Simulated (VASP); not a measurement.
HfC, 4 atoms in the cell. Symmetry: P6_3mc, No. 186, hexagonal system. Conventional cell: a = 3.846 Å, b = 3.846 Å, c = 4.659 Å, α = 90.00°, β = 90.00°, γ = 120.00°. Within 2.9 Å of Hf (site symmetry 3m) lie 5 C at 2.22 to 2.40 Å. C (site symmetry 3m) has 5 Hf at 2.22 to 2.40 Å within 2.9 Å. 

- Program: VASP 6.6.1
- Task: relaxation of cell and atoms
- Functional: PBE
- Potentials or basis: VASP PAW PBE potentials, release 64 (Hf_pv, C)
- Cutoff: 600 eV
- k mesh: 12 × 12 × 10
- Occupations: gaussian, width 0.1 eV
- Spin: no spin polarisation
- Dipole correction: no
- Further INCAR settings: ALGO = Normal; EDIFF = 1e-07; IBRION = 2; EDIFFG = -0.01; NSW = 100; ISIF = 3

Potentials or basis: VASP PAW PBE potentials, release 64 (Hf_pv, C).

The run is started by

```sh
$ cat potpaw_PBE.64/Hf_pv/POTCAR potpaw_PBE.64/C/POTCAR > POTCAR
$ mpirun -np 1 vasp_std > vasp.out
```

Hardware: 1 thread of Intel(R) Xeon(R) 6975P-C (Granite Rapids), on a shared host.

Problem. How long does it take, and how much memory?

Solution. Wall time 4 min on 1 thread of Intel(R) Xeon(R) 6975P-C (Granite Rapids), on a shared host, peak memory 0.3 GiB. Counts: scf iterations 66, k points 114, ion steps 8.
